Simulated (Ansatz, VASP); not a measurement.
# Tl in VASP and in Ansatz

Contents of INCAR:

```
ALGO = Normal
EDIFF = 1E-6
ENCUT = 520
GGA = PS
ISIF = 2
ISMEAR = -1
LASPH = T
LCHARG = F
LREAL = F
LWAVE = F
NBANDS = 20
NELM = 60
PREC = Accurate
SIGMA = 0.05
```

File KPOINTS:

```
k-points
0
Gamma
  9 9 5
```

Contents of POSCAR:

```
Tl
1.0
    3.4328046702      0.0000000000      0.0000000000
   -1.7164023351      2.9728960507      0.0000000000
    0.0000000000      0.0000000000      5.4879183458
Tl
2
Direct
    0.6666666667      0.3333333333      0.7500000000
    0.3333333333      0.6666666667      0.2500000000
```

File input.yaml:

```yaml
crystal:
  lattice:
    - [3.4328046702, 0.0, 0.0]
    - [-1.7164023351, 2.9728960507, 0.0]
    - [0.0, 0.0, 5.4879183458]
  atoms:
    - { symbol: Tl, position: [0.6666666667, 0.3333333333, 0.75] }
    - { symbol: Tl, position: [0.3333333333, 0.6666666667, 0.25] }
hamiltonian:
  xc: pbesol
  pseudopotentials: { kind: paw }
kpoints:
  mp_grid: { grid: [9, 9, 5] }
scf:
  occupations: { method: fermi_dirac, width: 0.05 }
output:
  forces: true
  stress: true
  eigenvalues: true
```

Alike in both runs: task single point; functional PBEsol; k mesh 9 × 9 × 5; occupations fermi-dirac, width 0.05 eV; no spin polarisation.

|  | VASP | Ansatz |
| --- | --- | --- |
| version | VASP 6.6.1 | Ansatz 0.2.0 |
| potentials or method | VASP PAW PBE potentials, release 64 (Tl_d) | Ansatz PAW |
| plane-wave cutoff (eV) | 520 | 420 |
| valence electrons in the cell | 26 | 26 |

|  | VASP | Ansatz | Ansatz less VASP |
| --- | --- | --- | --- |
| gap on the k mesh at the Fermi level (eV) | none | none | - |
| pressure (GPa) | 0.9 | 1.0 | +0.07 |
| traceless stress, the component that is largest in VASP (GPa) | 0.96 | 0.97 | +0.006 |

VASP's potentials were made for PBE, not for PBEsol. A gap of «none» marks a metal or a gap that the smearing closes. The functional is the same, so the differences come from potentials, cutoffs and numerics.

Neither program's run includes spin-orbit coupling.
